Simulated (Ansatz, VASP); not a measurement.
**One calculation of BiAs, two programs**

The input INCAR:

```
SYSTEM = BiAs
PREC = Accurate
ENCUT = 600
EDIFF = 1E-6
ISMEAR = -1
SIGMA = 0.03
LREAL = .False.
LASPH = .True.
NELM = 80
ALGO = Normal
ISIF = 3
LWAVE = .False.
LCHARG = .False.
GGA = PE
IBRION = 2
NSW = 100
EDIFFG = -0.005
```

The input KPOINTS:

```
Automatic mesh
0
Gamma
  10 10 10
  0 0 0
```

Contents of POSCAR:

```
BiAs
1.0
    0.0000000000      3.2195088072      3.2195088072
    3.2195088072      0.0000000000      3.2195088072
    3.2195088072      3.2195088072      0.0000000000
Bi As
1 1
Direct
    0.0000000000      0.0000000000      0.0000000000
    0.2500000000      0.2500000000      0.2500000000
```

Input for Ansatz:

```yaml
crystal:
  lattice:
    - [0.0, 3.2195088072, 3.2195088072]
    - [3.2195088072, 0.0, 3.2195088072]
    - [3.2195088072, 3.2195088072, 0.0]
  atoms:
    - { symbol: Bi, position: [0.0, 0.0, 0.0] }
    - { symbol: As, position: [0.25, 0.25, 0.25] }
kpoints:
  mp_grid: { grid: [10, 10, 10] }
scf:
  occupations: { method: fermi_dirac, width: 0.03 }
hamiltonian:
  xc: pbe
  pseudopotentials: { kind: paw }
output:
  forces: true
  stress: true
  write_density: true
  write_potential: true
  elf: true
  volumetric_format: npy
relax:
  f_tol: 0.005
  max_steps: 80
  cell: {}
```

Alike in both runs: task relaxation of cell and atoms; functional PBE; k mesh 10 × 10 × 10; occupations fermi-dirac, width 0.03 eV; no spin polarisation.

|  | VASP | Ansatz |
| --- | --- | --- |
| version | VASP 6.6.1 | Ansatz 0.2.0 |
| potentials or method | VASP PAW PBE potentials, release 64 (Bi_d, As) | PAW with Ansatz's default frozen-core files, scalar-relativistic |
| plane-wave cutoff (eV) | 600 | 420 |
| valence electrons in the cell | 20 | 30 |

```csv
,VASP,Ansatz,Ansatz less VASP
relaxed volume (Å³/atom),37.69,37.69,-0.002
relaxed length of the cell vector where the two differ most in proportion (Å),4.742,4.742,-0.0001
```

VASP's potentials hold 20 valence electrons a cell and Ansatz's 30, so a difference there can come from the potentials and not from the codes.

Spin-orbit coupling is off throughout.
